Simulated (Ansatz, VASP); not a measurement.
## One calculation of Be, two programs

Contents of INCAR:

```
PREC     = Accurate       # precision mode
ENCUT    = 520            # plane-wave cutoff, eV
EDIFF    = 1E-6           # SCF threshold, eV
ISMEAR   = -1             # smearing method
SIGMA    = 0.05           # smearing width, eV
LREAL    = F              # projectors in reciprocal space
LASPH    = T              # aspherical terms in the spheres
NELM     = 100            # most SCF steps
ALGO     = Normal         # electronic algorithm
ISIF     = 2              # what is computed and relaxed
LWAVE    = F              # write WAVECAR
LCHARG   = T              # write CHGCAR
GGA      = PE             # functional
LELF     = T              # ELF
LVHAR    = T            
NBANDS   = 7              # bands
```

The input KPOINTS:

```
Automatic mesh
0
Gamma
  20 20 20
```

File POSCAR:

```
Be
1.0
   -1.2585152229      1.2585152229      1.2585152229
    1.2585152229     -1.2585152229      1.2585152229
    1.2585152229      1.2585152229     -1.2585152229
Be
1
Direct
    0.0000000000      0.0000000000      0.0000000000
```

Input for Ansatz:

```yaml
crystal:
  lattice:
    - [-1.2585152229, 1.2585152229, 1.2585152229]
    - [1.2585152229, -1.2585152229, 1.2585152229]
    - [1.2585152229, 1.2585152229, -1.2585152229]
  atoms:
    - { symbol: Be, position: [0.0, 0.0, 0.0] }
kpoints:
  mp_grid: { grid: [20, 20, 20] }
scf:
  occupations: { method: fermi_dirac, width: 0.05 }
hamiltonian:
  xc: pbe
  pseudopotentials: { kind: all_electron, lapw: { basis_error: 0.001 } }
output:
  forces: true
  stress: true
  eigenvalues: true
```

Change from the starting cell: volume scaled by 1.02.

Alike in both runs: task single point; functional PBE; k mesh 20 × 20 × 20; occupations fermi-dirac, width 0.05 eV; no spin polarisation.

|  | VASP | Ansatz |
| --- | --- | --- |
| version | VASP 6.6.1 | Ansatz 0.2.0 |
| potentials or method | VASP PAW PBE potentials, release 64 (Be), cutoff 520 eV | all-electron LAPW, scalar-relativistic |

Ansatz gave:

- pressure (GPa): -2.4

Q: Estimate VASP's values.

A: Pressure (GPa): -2.2.

Ansatz ran all-electron here, and VASP with PAW potentials.
